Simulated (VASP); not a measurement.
Set up this calculation in VASP 6.6.1, as the native input.

* Task: electric field gradients
* Functional: LDA
* Potentials or basis: VASP PAW LDA potentials, release 64 (W_sv)
* Cutoff: 520 eV
* k mesh: 14 × 14 × 14
* Occupations: fermi-dirac, width 0.05 eV
* Spin: no spin polarisation
* Dipole correction: no
* Further INCAR settings: ALGO = Normal; EDIFF = 1e-08; NBANDS = 13

The structure of W lies in POSCAR:

```
W
1.0
    0.0000000000      2.0434441004      2.0434441004
    2.0434441004      0.0000000000      2.0434441004
    2.0434441004      2.0434441004      0.0000000000
W
1
Direct
    0.0000000000      0.0000000000      0.0000000000
```

This cell differs from its parent crystal: volume scaled by 1.02.

These files were run (other wordings do the same):

INCAR

```
SYSTEM = W
ALGO = Normal ; EDIFF = 1E-8
ENCUT = 520 ; ISIF = 2
ISMEAR = -1 ; LASPH = .True.
LCHARG = .False. ; LEFG = .True.
LREAL = .False. ; LWAVE = .False.
NBANDS = 13 ; NELM = 100
PREC = Accurate ; SIGMA = 0.05
```

KPOINTS

```
k-points
0
Gamma
  14 14 14
  0 0 0
```

Potentials or basis: VASP PAW LDA potentials, release 64 (W_sv).

The run is started by

```bash
$ cat potpaw_LDA.64/W_sv/POTCAR > POTCAR
$ mpirun -np 1 vasp_std > vasp.out
```

It gave:

```json
{
  "Pressure": "-21.0 GPa",
  "Band gap on the k mesh": "zero (band 7 reaches 12.80 eV, above the bottom of band 8 at 9.28 eV)"
}
```

Caveat: without QUAD_EFG the Cq values of the log hold for a quadrupole moment of 1 mb, not for the nuclei; spin-orbit coupling is left out, which moves the levels of the heavy elements.

Wall time 12 s on 1 thread of Intel(R) Xeon(R) Platinum 8259CL CPU @ 2.50GHz (Skylake/Cascade Lake), with other jobs on the host, peak memory 0.14 GiB.
